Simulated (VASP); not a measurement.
# GaSb (I-4m2) in VASP: a series of runs

The runs below take GaSb through single point, with LDA.

Everything below comes from runs of VASP 6.6.1. Logs are shortened: lines on timing, memory, paths and dates and some standing lists are left out, and cuts for length are marked.

### 1 The cell of the first run

Symmetry: I-4m2, No. 119, tetragonal system. The conventional cell has a = 5.632 Å, b = 5.632 Å, c = 2.831 Å, α = 90.00°, β = 90.00°, γ = 90.00°. Within 3.7 Å of Ga (site symmetry -4m2) lie 2 Ga at 2.83 Å and 8 Sb at 2.90 to 3.53 Å. Sb (site symmetry -4m2) has 2 Sb at 2.83 Å and 8 Ga at 2.90 to 3.53 Å within 3.7 Å.

### 2 Single point, LDA

The input, INCAR:

```
PREC = Accurate
ENCUT = 520
EDIFF = 1E-6
ISMEAR = 0
SIGMA = 0.15
LREAL = F
LASPH = T
NELM = 80
ALGO = Normal
ISIF = 2
LWAVE = F
LCHARG = F
GGA = CA
NBANDS = 16
```

The input, KPOINTS:

```
regular mesh
0
Gamma
  16 16 16
```

The input, POSCAR:

```
GaSb
1.0
   -2.8158500000      2.8158500000      1.4155500000
    2.8158500000     -2.8158500000      1.4155500000
    2.8158500000      2.8158500000     -1.4155500000
Ga Sb
1 1
Direct
    0.2500000000      0.7500000000      0.5000000000
    0.0000000000      0.0000000000      0.0000000000
```

Potentials or basis: VASP PAW LDA potentials, release 64 (Ga_d, Sb).

Run with:

```bash
$ cat potpaw_LDA.64/Ga_d/POTCAR potpaw_LDA.64/Sb/POTCAR > POTCAR
$ mpirun -np 1 vasp_std > vasp.out
```

OUTCAR:

```text
PREC = Accurate
   ENCUT = 520
   EDIFF = 1E-6
   ISMEAR = 0
   LREAL = F
   LASPH = T
   NELM = 80
   ISIF = 2
   GGA = CA

 ion  position               nearest neighbor table
   1  0.250  0.750  0.500-   2 2.90   2 2.90   2 2.90   2 2.90
   2  0.000  0.000  0.000-   1 2.90   1 2.90   1 2.90   1 2.90

  LATTYP: Found a body centered tetragonal cell.
 ALAT       =     5.6317000000
 C/A-ratio  =     0.5027078857

  Lattice vectors:

 A1 = (  -2.8158500000,   2.8158500000,   1.4155500000)
 A2 = (   2.8158500000,  -2.8158500000,   1.4155500000)
 A3 = (   2.8158500000,   2.8158500000,  -1.4155500000)

Analysis of symmetry for initial positions (statically):
=====================================================================
 Subroutine PRICEL returns:
 Original cell was already a primitive cell.

 Routine SETGRP: Setting up the symmetry group for a
 body centered tetragonal supercell.

 Subroutine GETGRP returns: Found  8 space group operations
 (whereof  8 operations were pure point group operations)
 out of a pool of 16 trial point group operations.

The static configuration has the point symmetry D_2d.

Analysis of symmetry for dynamics (positions and initial velocities):
=====================================================================
 Subroutine PRICEL returns:
 Original cell was already a primitive cell.

 Routine SETGRP: Setting up the symmetry group for a
 body centered tetragonal supercell.

 Subroutine GETGRP returns: Found  8 space group operations
 (whereof  8 operations were pure point group operations)
 out of a pool of 16 trial point group operations.

The dynamic configuration has the point symmetry D_2d.

 Subroutine INISYM returns: Found  8 space group operations
 (whereof  8 operations are pure point group operations),
 and found     1 'primitive' translations

----------------------------------------------------------------------------------------

                                     Primitive cell

  volume of cell :      44.8956

  direct lattice vectors                    reciprocal lattice vectors
    -2.815850000  2.815850000  1.415550000     0.000000000  0.177566277  0.353219597
     2.815850000 -2.815850000  1.415550000     0.177566277  0.000000000  0.353219597
     2.815850000  2.815850000 -1.415550000     0.177566277  0.177566277  0.000000000

  length of vectors
     4.226322781  4.226322781  4.226322781     0.395340190  0.395340190  0.251116637

  position of ions in fractional coordinates (direct lattice)
     0.250000000  0.750000000  0.500000000
     0.000000000  0.000000000  0.000000000

  ion indices of the primitive-cell ions
   primitive index   ion index
                 1           1
                 2           2

----------------------------------------------------------------------------------------

 KPOINTS: regular mesh

Automatic generation of k-mesh.
 Grid dimensions read from file:
 generate k-points for:   16   16   16

 Generating k-lattice:

  Cartesian coordinates                     Fractional coordinates (reciprocal lattice)
     0.000000000  0.011097892  0.022076225     0.062500000  0.000000000  0.000000000
     0.011097892  0.000000000  0.022076225     0.000000000  0.062500000  0.000000000
     0.011097892  0.011097892  0.000000000     0.000000000  0.000000000  0.062500000

  Length of vectors
     0.024708762  0.024708762  0.015694790

  Shift w.r.t. Gamma in fractional coordinates (k-lattice)
     0.000000000  0.000000000  0.000000000

 Subroutine IBZKPT returns following result:
 ===========================================

 Found    349 irreducible k-points:

 Following reciprocal coordinates:
            Coordinates               Weight
  0.000000  0.000000  0.000000      1.000000
  0.062500  0.000000  0.000000      8.000000
  0.125000  0.000000  0.000000      8.000000
  0.187500  0.000000 -0.000000      8.000000
  0.250000  0.000000  0.000000      8.000000
  0.312500 -0.000000  0.000000      8.000000
[... 16 lines left out ...]
 -0.125000  0.062500  0.000000     16.000000
 -0.062500  0.062500  0.000000      4.000000
 [... further k-points ...]
   k-points           NKPTS =    349   k-points in BZ     NKDIM =    349   number of bands    NBANDS=     16
   number of dos      NEDOS =    301   number of ions     NIONS =      2
   total plane-waves  NPLWV =  32768
   dimension x,y,z NGX =    32 NGY =   32 NGZ =   32
   dimension x,y,z NGXF=    64 NGYF=   64 NGZF=   64
   ions per type =               1   1
   NGX,Y,Z   is equivalent  to a cutoff of  12.59, 12.59, 12.59 a.u.
   NGXF,Y,Z  is equivalent  to a cutoff of  25.17, 25.17, 25.17 a.u.
 SYSTEM =  unknown system
   PREC   = accura    normal or accurate (medium, high low for compatibility)
   ISTART =      0    job   : 0-new  1-cont  2-samecut
   ICHARG =      2    charge: 1-file 2-atom 10-const
   ISPIN  =      1    spin polarized calculation?
   LNONCOLLINEAR =      F non collinear calculations
   LSORBIT =      F    spin-orbit coupling
   LASPH  =      T    aspherical Exc in radial PAW
   ENCUT  =  520.0 eV  38.22 Ry    6.18 a.u.   7.86  7.86  7.86*2*pi/ulx,y,z
   NELM   =     80;   NELMIN=  2; NELMDL= -5     # of ELM steps
   EDIFF  = 0.1E-05   stopping-criterion for ELM
   LREAL  =      F    real-space projection
   EDIFFG = 0.1E-04   stopping-criterion for IOM
   NSW    =      0    number of steps for IOM
   IBRION =     -1    ionic relax: 0-MD 1-quasi-New 2-CG
   NFREE  =      0    steps in history (QN), initial steepest desc. (CG)
   ISIF   =      2    stress and relaxation
   ISYM   =      2    0-nonsym 1-usesym 2-fastsym
   POTIM  = 0.5000    time-step for ionic-motion
   TEBEG  =    0.0;   TEEND  =   0.0 temperature during run
   PSTRESS=    0.0 pullay stress
   NELECT =      18.0000    total number of electrons
   NUPDOWN=      -1.0000    fix difference up-down
   EMIN   =  10.00;   EMAX   =-10.00  energy-range for DOS
   EFERMI =   0.00;   METHOD = LEGACY
   ISMEAR =     0;   SIGMA  =   0.15  broadening in eV -4-tet -1-fermi 0-gaus
   EFERMI_NEDOS =   21; number of points for ismear=-14 and -15
   IALGO  =     38    algorithm
   IMIX   =      4    mixing-type and parameters
     AMIX     =   0.40;   BMIX     =  1.00
     AMIX_MAG =   1.60;   BMIX_MAG =  1.00
  volume/ion in A,a.u.               =      22.45       151.49
  Fermi-wavevector in a.u.,A,eV,Ry     =   1.207158  2.281199 19.826836  1.457231
  Thomas-Fermi vector in A             =   2.342804
   LORBIT       =      0    0 simple, 1 ext, 2 COOP (PROOUT), +10 PAW based schemes
   GGA     = CA    functional components
   LHFCALC =     F    Hartree Fock is set to
   AEXX    =    0.0000 exact exchange contribution
   IVDW    =     0    specifies the selected vdW correction
   LEPSILON=     F    determine dielectric tensor
   LRPA    =     F    only Hartree local field effects (RPA)
 non-spin polarized calculation
 Gauss-broadening in eV      SIGMA  =   0.15
  energy-cutoff  :      520.00
  volume of cell :       44.90
 maximum number of plane-waves:      1242
   NGX = 15   NGY = 15   NGZ = 15

 number of electron      17.9999999 magnetization

 Free energy of the ion-electron system (eV)
  ---------------------------------------------------
  ext. energy  EPLUGINS =         0.00000000
  ---------------------------------------------------
  free energy    TOTEN  =        -8.26609856 eV

  energy without entropy =       -8.25819688  energy(sigma->0) =       -8.26214772

 E-fermi :   7.1982     XC(G=0): -10.7818

 val. band max:        7.1874631827   @ k =  -0.2500  -0.3125   0.0625
 cond. band min:       7.1993106457   @ k =   0.5000   0.5000   0.0625
 fundamental gap:      0.0118474631
 Fermi energy:         7.1981584008

 k-point     1 :       0.0000    0.0000    0.0000
  band No.  band energies     occupation
      1      -7.9262      2.00000
      2      -7.7623      2.00000
      3      -7.7573      2.00000
      4      -7.6678      2.00000
      5      -7.6678      2.00000
      6      -5.4345      2.00000
[... 8 lines left out ...]
     15      17.3371      0.00000
     16      17.8454      0.00000

 k-point     2 :       0.0625    0.0000    0.0000
  band No.  band energies     occupation
      1      -7.9142      2.00000
      2      -7.7623      2.00000
      3      -7.7560      2.00000
      4      -7.6733      2.00000
      5      -7.6733      2.00000
      6      -5.3428      2.00000
[... 8 lines left out ...]
     15      17.0861      0.00000
     16      17.8490      0.00000

 k-point     3 :       0.1250    0.0000    0.0000
  band No.  band energies     occupation
      1      -7.8802      2.00000
      2      -7.7622      2.00000
      3      -7.7523      2.00000
      4      -7.6889      2.00000
      5      -7.6887      2.00000
      6      -5.0672      2.00000
[... 8 lines left out ...]
     15      17.0080      0.00000
     16      17.4782      0.00000

 k-point     4 :       0.1875    0.0000   -0.0000
  band No.  band energies     occupation
      1      -7.8294      2.00000
      2      -7.7621      2.00000
      3      -7.7470      2.00000
      4      -7.7122      2.00000
      5      -7.7114      2.00000
      6      -4.6078      2.00000
[... 8 lines left out ...]
     15      16.3119      0.00000
     16      16.3425      0.00000

 k-point     5 :       0.2500    0.0000    0.0000
  band No.  band energies     occupation
      1      -7.7720      2.00000
      2      -7.7610      2.00000
      3      -7.7454      2.00000
      4      -7.7378      2.00000
      5      -7.7334      2.00000
      6      -3.9657      2.00000
[... 8 lines left out ...]
     15      15.3944      0.00000
     16      16.1398      0.00000

 k-point     6 :       0.3125   -0.0000    0.0000
  band No.  band energies     occupation
      1      -7.7733      2.00000
      2      -7.7677      2.00000
      3      -7.7578      2.00000
      4      -7.7312      2.00000
      5      -7.7067      2.00000
      6      -3.1460      2.00000
[... 8 lines left out ...]
     15      14.6798      0.00000
     16      16.6691      0.00000

 k-point     7 :       0.3750    0.0000   -0.0000
  band No.  band energies     occupation
      1      -7.7940      2.00000
      2      -7.7901      2.00000
      3      -7.7592      2.00000
      4      -7.7259      2.00000
      5      -7.6561      2.00000
      6      -2.1640      2.00000
[... 8 lines left out ...]
     15      14.9733      0.00000
     16      17.4995      0.00000

 k-point     8 :       0.4375    0.0000    0.0000
  band No.  band energies     occupation
      1      -7.8088      2.00000
      2      -7.8051      2.00000
      3      -7.7592      2.00000
      4      -7.7221      2.00000
      5      -7.6220      2.00000
      6      -1.0812      2.00000
[... 8 lines left out ...]
     15      16.4746      0.00000
     16      17.9492      0.00000

 k-point     9 :       0.5000    0.0000    0.0000
  band No.  band energies     occupation
      1      -7.8141      2.00000
      2      -7.8103      2.00000
      3      -7.7592      2.00000
      4      -7.7208      2.00000
      5      -7.6100      2.00000
      6      -0.3606      2.00000
[... 8 lines left out ...]
     15      17.0267      0.00000
     16      17.9700      0.00000
[... 172 lines left out ...]
 k-point    19 :      -0.3750    0.0625    0.0000
  band No.  band energies     occupation
      1      -7.7755      2.00000
      2      -7.7681      2.00000
      3      -7.7588      2.00000
      4      -7.7296      2.00000
      5      -7.7051      2.00000
      6      -2.9712      2.00000
[... 8 lines left out ...]
     15      15.2228      0.00000
     16      16.5203      0.00000

 k-point    20 :      -0.3125    0.0625   -0.0000
  band No.  band energies     occupation
      1      -7.7726      2.00000
      2      -7.7627      2.00000
      3      -7.7456      2.00000
      4      -7.7375      2.00000
      5      -7.7315      2.00000
      6      -3.8149      2.00000
[... 8 lines left out ...]
     15      15.8287      0.00000
     16      16.1151      0.00000

 k-point    21 :      -0.2500    0.0625    0.0000
  band No.  band energies     occupation
      1      -7.8282      2.00000
      2      -7.7650      2.00000
      3      -7.7457      2.00000
      4      -7.7123      2.00000
      5      -7.7110      2.00000
      6      -4.4848      2.00000
[... 8 lines left out ...]
     15      16.3075      0.00000
     16      16.8469      0.00000

 k-point    22 :      -0.1875    0.0625    0.0000
  band No.  band energies     occupation
      1      -7.8792      2.00000
      2      -7.7645      2.00000
      3      -7.7510      2.00000
      4      -7.6891      2.00000
      5      -7.6884      2.00000
      6      -4.9741      2.00000
[... 8 lines left out ...]
     15      17.2608      0.00000
     16      17.7755      0.00000

 k-point    23 :      -0.1250    0.0625    0.0000
  band No.  band energies     occupation
      1      -7.9136      2.00000
      2      -7.7639      2.00000
      3      -7.7551      2.00000
      4      -7.6734      2.00000
      5      -7.6730      2.00000
      6      -5.2805      2.00000
[... 8 lines left out ...]
     15      17.3255      0.00000
     16      18.2521      0.00000

 k-point    24 :      -0.0625    0.0625    0.0000
  band No.  band energies     occupation
      1      -7.9259      2.00000
      2      -7.7632      2.00000
      3      -7.7568      2.00000
      4      -7.6679      2.00000
      5      -7.6676      2.00000
      6      -5.4033      2.00000
[... 8 lines left out ...]
     15      17.5197      0.00000
     16      17.8020      0.00000

 [... further k-points ...]

------------------------ aborting loop because EDIFF is reached ----------------------------------------

  FORCE on cell =-STRESS in cart. coord.  units (eV):
  Direction    XX          YY          ZZ          XY          YZ          ZX
  --------------------------------------------------------------------------------------
  -------------------------------------------------------------------------------------
  Total       -0.8714125     -0.8714125      2.2806557      0.0000000      0.0000000      0.0000000
  in kB      -31.0978325    -31.0978325     81.3890658      0.0000000      0.0000000      0.0000000
  external PRESSURE =       6.3978003 kB  Pullay stress =       0.0000000 kB

 VOLUME and BASIS-vectors are now :
 -----------------------------------------------------------------------------
  energy-cutoff  :      520.00
  volume of cell :       44.90
      direct lattice vectors                 reciprocal lattice vectors
    -2.815850000  2.815850000  1.415550000     0.000000000  0.177566277  0.353219597
     2.815850000 -2.815850000  1.415550000     0.177566277  0.000000000  0.353219597
     2.815850000  2.815850000 -1.415550000     0.177566277  0.177566277  0.000000000

 POSITION                                       TOTAL-FORCE (eV/Angst)
 -----------------------------------------------------------------------------------
      2.81585      0.00000      0.70778         0.000000     -0.000000     -0.000000
      0.00000      0.00000      0.00000        -0.000000      0.000000      0.000000
 -----------------------------------------------------------------------------------
    total drift:                                0.000000     -0.000000     -0.000000

  FREE ENERGIE OF THE ION-ELECTRON SYSTEM (eV)
  ---------------------------------------------------
  free  energy   TOTEN  =        -8.2660985584 eV

  energy  without entropy=       -8.2581968823  energy(sigma->0) =       -8.26214772
```

Run time: 57 s. Hardware: 1 thread of Intel Xeon 6975P-C (Granite Rapids), shared host; peak memory 0.37 GiB.

Results:

| Property | Result |
| --- | --- |
| Free energy | -8.2661 eV |
| Pressure | 0.6 GPa |
| Band gap on the k mesh | zero (band 9 reaches 8.51 eV, above the bottom of band 10 at 4.39 eV) |

Caveat: spin-orbit coupling is left out, which moves the levels of the heavy elements.

### 3 Single point, LDA

This run uses another cell than the first one, of 22.61 Å³/atom, 1.007 times its volume.

INCAR: that of step 2 with these lines changed.

```diff
@@ -2,3 +2,3 @@
 ENCUT = 520
-EDIFF = 1E-6
+EDIFF = 1E-7
 ISMEAR = 0
```

KPOINTS is that of step 2.

The input, POSCAR:

```
GaSb
1.0
   -2.6454500000      2.6454500000      1.6156000000
    2.6454500000     -2.6454500000      1.6156000000
    2.6454500000      2.6454500000     -1.6156000000
Ga Sb
1 1
Direct
    0.2500000000      0.7500000000      0.5000000000
    0.0000000000      0.0000000000      0.0000000000
```

Potentials or basis: VASP PAW LDA potentials, release 64 (Ga_d, Sb).

Run with:

```bash
$ cat potpaw_LDA.64/Ga_d/POTCAR potpaw_LDA.64/Sb/POTCAR > POTCAR
$ mpirun -np 1 vasp_std > vasp.out
```

It took 84 s on 1 thread of Intel Xeon 6975P-C (Granite Rapids), shared host; peak memory 0.36 GiB.

It converged, with:

```
Free energy            : -8.3587 eV
Pressure               : -0.2 GPa
Band gap on the k mesh : zero (band 9 reaches 9.34 eV, above the bottom of band 10 at 3.98 eV)
```

Stress tensor (GPa, compression positive):
```
 0.99  0.00  0.00
 0.00  0.99  0.00
 0.00  0.00 -2.62
```

Levels at points of the mesh, in eV from the Fermi level:
```csv
k point,band 6,band 7,band 8,band 9,band 10,band 11,band 12,band 13
"(0.00, 0.00, 0.00)",-12.46,-2.29,-1.82,-1.82,3.58,4.54,6.92,7.51
"(0.50, 0.00, 0.00)",-8.81,-6.11,-2.39,-1.86,-1.18,2.27,3.51,5.51
"(0.50, 0.50, 0.00)",-10.71,-8.43,0.24,1.77,2.75,2.87,4.20,5.88
"(0.50, 0.50, 0.50)",-9.26,-5.99,-5.30,-5.30,2.62,4.03,11.31,11.31
```

Caveat: spin-orbit coupling is left out, which moves the levels of the heavy elements.
